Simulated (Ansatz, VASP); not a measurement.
## CaSe: VASP beside Ansatz

INCAR

```
SYSTEM = CaSe
  PREC = Accurate
  ENCUT = 520
  EDIFF = 1E-6
  ISMEAR = 0
  SIGMA = 0.05
  LREAL = .False.
  LASPH = .True.
  NELM = 100
  ALGO = Normal
  ISIF = 2
  LWAVE = .False.
  LCHARG = .False.
  NBANDS = 15
```

The input KPOINTS:

```
regular mesh
0
Gamma
  8 8 8
  0 0 0
```

The input POSCAR:

```
CaSe
1.0
    0.0000000000      3.0236590793      3.9307568031
    3.0236590793      0.0000000000      3.9307568031
    3.0236590793      3.0236590793      0.0000000000
Ca Se
1 1
Direct
    0.0000000000      0.0000000000      0.0000000000
    0.7500000000      0.7500000000      0.7500000000
```

Input for Ansatz:

```yaml
crystal:
  lattice:
    - [0.0, 3.0236590793, 3.9307568031]
    - [3.0236590793, 0.0, 3.9307568031]
    - [3.0236590793, 3.0236590793, 0.0]
  atoms:
    - { symbol: Ca, position: [0.0, 0.0, 0.0] }
    - { symbol: Se, position: [0.75, 0.75, 0.75] }
basis:
  ecutwfc: 420
kpoints:
  mp_grid: { grid: [8, 8, 8] }
hamiltonian:
  xc: lda
scf:
  occupations: { method: gaussian, width: 0.05 }
output:
  forces: true
  stress: true
  eigenvalues: true
```

Alike in both runs: task single point; functional LDA; k mesh 8 × 8 × 8; occupations gaussian, width 0.05 eV; no spin polarisation.

|  | VASP | Ansatz |
| --- | --- | --- |
| version | VASP 6.6.1 | Ansatz 0.2.0 |
| potentials or method | VASP PAW LDA potentials, release 64 (Ca_sv, Se), cutoff 520 eV | scalar-relativistic, plane waves, PAW |
| valence electrons in the cell | 16 | 26 |

|  | VASP | Ansatz | Ansatz less VASP |
| --- | --- | --- | --- |
| gap on the k mesh at the Fermi level (eV) | 1.99 | 1.98 | -0.011 |
| least direct gap on the mesh (eV) | 2.31 | 2.30 | -0.014 |
| pressure (GPa) | -3.7 | -3.9 | -0.11 |
| traceless stress, the component that is largest in VASP (GPa) | -3.77 | -3.81 | -0.047 |

LDA's correlation is that of Perdew and Zunger in VASP and of Perdew and Wang (1992) in Ansatz. VASP's potentials hold 16 valence electrons a cell and Ansatz's 26, so a difference there can come from the potentials and not from the codes.
